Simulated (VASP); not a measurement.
# Zr2SbH: single point with PBE

The system is Zr2SbH.

```
CELL_PARAMETERS angstrom
3.26525 0.00000 0.00000
-1.63263 2.82779 0.00000
0.00000 0.00000 7.67175
ATOMIC_POSITIONS crystal
Zr 0.00000 0.00000 0.80935
Zr 0.00000 0.00000 0.19065
Sb 0.66667 0.33333 0.50000
H 0.33333 0.66667 0.00000
```

```json
{
  "Program": "VASP 6.6.1",
  "Task": "single point",
  "Functional": "PBE",
  "Potentials or basis": "VASP PAW PBE potentials, release 64 (Zr_sv, Sb, H)",
  "Cutoff": "520 eV",
  "k mesh": "18 × 18 × 6",
  "Occupations": "gaussian, width 0.1 eV",
  "Spin": "no spin polarisation",
  "Dipole correction": "no",
  "Further INCAR settings": "ALGO = Fast; EDIFF = 1e-06; NBANDS = 23"
}
```

| Quantity | Value |
| --- | --- |
| Pressure | 0.0 GPa |
| Largest force | 0.003 eV/Å |
| Band gap on the k mesh | zero (bands 15 and 16 overlap by 1.19 eV) |

Forces on the atoms (eV/Å):
```
Zr   0.000  0.000 -0.003
Zr   0.000  0.000  0.003
Sb   0.000  0.000  0.000
H    0.000  0.000  0.000
```

Levels at points of the mesh, in eV from the Fermi level:
| k point | band 13 | band 14 | band 15 | band 16 | band 17 | band 18 |
| --- | --- | --- | --- | --- | --- | --- |
| (0.00, 0.00, 0.00) | -1.15 | 0.45 | 0.45 | 1.13 | 1.13 | 1.88 |
| (0.50, 0.00, 0.00) | -2.16 | -1.56 | -0.17 | 0.08 | 1.88 | 2.76 |
| (0.00, 0.00, 0.50) | -1.39 | 0.66 | 0.66 | 0.87 | 0.87 | 2.10 |
| (0.50, 0.00, 0.50) | -2.54 | -1.57 | -0.50 | 0.34 | 1.07 | 2.19 |

It took 9.6 min on 1 thread of Oxide Virtual Turin-like Processor, with other jobs on the host, peak memory 0.33 GiB.

Caveat: spin-orbit coupling is left out, which moves the levels of the heavy elements.
